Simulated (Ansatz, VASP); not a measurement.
**One calculation of Ti, two programs**

```
CELL_PARAMETERS angstrom
0.00000 2.00053 2.00053
1.86050 0.00000 2.00053
1.86050 2.00053 0.00000
ATOMIC_POSITIONS crystal
Ti 0.00000 0.00000 0.00000
```

Change from the starting cell: normal strain along x -0.0700, normal strain along y +0.0000.

Alike in both runs: task single point; functional LDA; k mesh 20 × 20 × 20; occupations gaussian, width 0.15 eV; no spin polarisation.

|  | VASP | Ansatz |
| --- | --- | --- |
| version | VASP 6.6.1 | Ansatz 0.2.0 |
| potentials or method | VASP PAW LDA potentials, release 64 (Ti_sv), cutoff 520 eV | scalar-relativistic, plane waves, PAW |
| valence electrons in the cell | 12 | 12 |

```tsv
	VASP	Ansatz	Ansatz less VASP
gap on the k mesh at the Fermi level (eV)	none	none	-
pressure (GPa)	9.7	10.0	+0.30
traceless stress, the component that is largest in VASP (GPa)	1.44	1.42	-0.024
```

Ansatz warns that its potentials were made for another functional, while VASP's fit it. LDA's correlation is that of Perdew and Zunger in VASP and of Perdew and Wang (1992) in Ansatz. A gap of «none» marks a metal or a gap that the smearing closes.
